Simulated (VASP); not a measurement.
Wanted: the native input for a VASP 6.6.1 run.

| Item | Value |
| --- | --- |
| Task | single point |
| Functional | r2SCAN |
| Potentials or basis | VASP PAW PBE potentials, release 64 (Ca_sv, Ba_sv, S) |
| Cutoff | 520 eV |
| k mesh | 6 × 6 × 6 |
| Occupations | gaussian, width 0.01 eV |
| Spin | no spin polarisation |
| Dipole correction | no |
| Further INCAR settings | ALGO = Normal; EDIFF = 1e-06; NBANDS = 24 |

Crystal: BaCaS2.

```xyz
4
Lattice="2.1158 1.2215 6.9707 -2.1158 1.2215 6.9707 0.0000 -2.4431 6.9707" Properties=species:S:1:pos:R:3 pbc="T T T"
Ca    2.1158    1.2215    6.9707
Ba    0.0000    0.0000   10.4560
S     0.0000    0.0000    5.4181
S     0.0000    0.0000   15.4940
```

The input as run:

POSCAR

```
BaCaS2
1.0
    2.1157701321      1.2215404553      6.9706977088
   -2.1157701321      1.2215404553      6.9706977088
    0.0000000000     -2.4430809106      6.9706977088
Ca Ba S
1 1 2
Direct
    1.0000000000      0.0000000000      0.0000000000
    0.5000000000      0.5000000000      0.5000000000
    0.2590901373      0.2590901373      0.2590901373
    0.7409098627      0.7409098627      0.7409098627
```

INCAR.step1

```
PREC = Accurate
ENCUT = 520
ISMEAR = 0
SIGMA = 0.01
LREAL = False
LASPH = True
NELM = 60
NBANDS = 24
GGA = PE
ALGO = Normal
EDIFF = 1E-4
LWAVE = True
LCHARG = False
```

INCAR.step2

```
PREC = Accurate
ENCUT = 520
EDIFF = 1E-6
ISMEAR = 0
SIGMA = 0.01
LREAL = False
LASPH = True
NELM = 60
ALGO = Normal
ISIF = 2
LWAVE = False
LCHARG = True
METAGGA = R2SCAN
LMIXTAU = True
LELF = True
LVHAR = True
NBANDS = 24
ISTART = 1
```

KPOINTS

```
regular mesh
0
Gamma
  6 6 6
```

Potentials or basis: VASP PAW PBE potentials, release 64 (Ca_sv, Ba_sv, S).

Command:

```console
$ cat potpaw_PBE.64/Ca_sv/POTCAR potpaw_PBE.64/Ba_sv/POTCAR potpaw_PBE.64/S/POTCAR > POTCAR
$ cp INCAR.step1 INCAR
$ mpirun -np 1 vasp_std > vasp.out
$ cp INCAR.step2 INCAR
$ mpirun -np 1 vasp_std > vasp.out
```

It gave:

The pressure is 2.3 GPa, the largest force is 0.102 eV/Å and the band gap on the k mesh is 2.36 eV (least direct gap 2.83 eV).

Caveat: the PAW data sets were made with another functional, which shifts forces and pressure a little; spin-orbit coupling is left out, which moves the levels of the heavy elements.

It took 14 min on 1 thread of Intel(R) Xeon(R) Platinum 8375C CPU @ 2.90GHz (Ice Lake) (shared host), peak memory 0.51 GiB.
